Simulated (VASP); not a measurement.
Write the native input for VASP 6.6.1 that does the following.

```
Task                   : single point
Functional             : PBE
Potentials or basis    : VASP PAW PBE potentials, release 64 (Na_pv, Pt, Br, O)
Cutoff                 : 600 eV
k mesh                 : 3 × 3 × 2
Occupations            : gaussian, width 0.15 eV
Spin                   : no spin polarisation
Dipole correction      : no
Further INCAR settings : ALGO = Normal; EDIFF = 1e-06; NBANDS = 32
```

The structure of NaPt2BrO2 lies in POSCAR:

```
NaPt2BrO2
1.0
    4.3086381818      0.0000000000      0.0000000000
    0.0000000000      4.3086381818      0.0000000000
    0.0000000000      0.0000000000      5.3757877496
Na Pt Br O
1 2 1 2
Direct
    0.0000000000      0.0000000000      0.5000000000
    0.5000000000      0.5000000000      0.2763619978
    0.5000000000      0.5000000000      0.7236380022
    0.0000000000      0.0000000000      0.0000000000
    0.0000000000      0.5000000000      0.0000000000
    0.5000000000      0.0000000000      0.0000000000
```

One way to write it, as run:

INCAR

```
SYSTEM = NaPt2BrO2
PREC = Accurate
ENCUT = 600
EDIFF = 1E-6
ISMEAR = 0
SIGMA = 0.15
LREAL = .FALSE.
LASPH = .TRUE.
NELM = 120
ALGO = Normal
ISIF = 2
LWAVE = .FALSE.
LCHARG = .FALSE.
GGA = PE
NBANDS = 32
GGA_COMPAT = .FALSE.
```

KPOINTS

```
Automatic mesh
0
G
  3 3 2
  0 0 0
```

Potentials or basis: VASP PAW PBE potentials, release 64 (Na_pv, Pt, Br, O).

Launch:

```bash
$ cat potpaw_PBE.64/Na_pv/POTCAR potpaw_PBE.64/Pt/POTCAR potpaw_PBE.64/Br/POTCAR potpaw_PBE.64/O/POTCAR > POTCAR
$ mpirun -np 1 vasp_std > vasp.out
```

It gave:

```
Pressure               : -0.1 GPa
Largest force          : 0.043 eV/Å
Band gap on the k mesh : zero (band 23 reaches 4.49 eV, above the bottom of band 24 at 3.99 eV)
```

Caveat: the k points lie up to 0.58 Å⁻¹ apart; spin-orbit coupling is left out, which moves the levels of the heavy elements.

Wall time 65 s on 1 thread of Intel Xeon 8259CL, with other jobs on the host, peak memory 0.25 GiB.
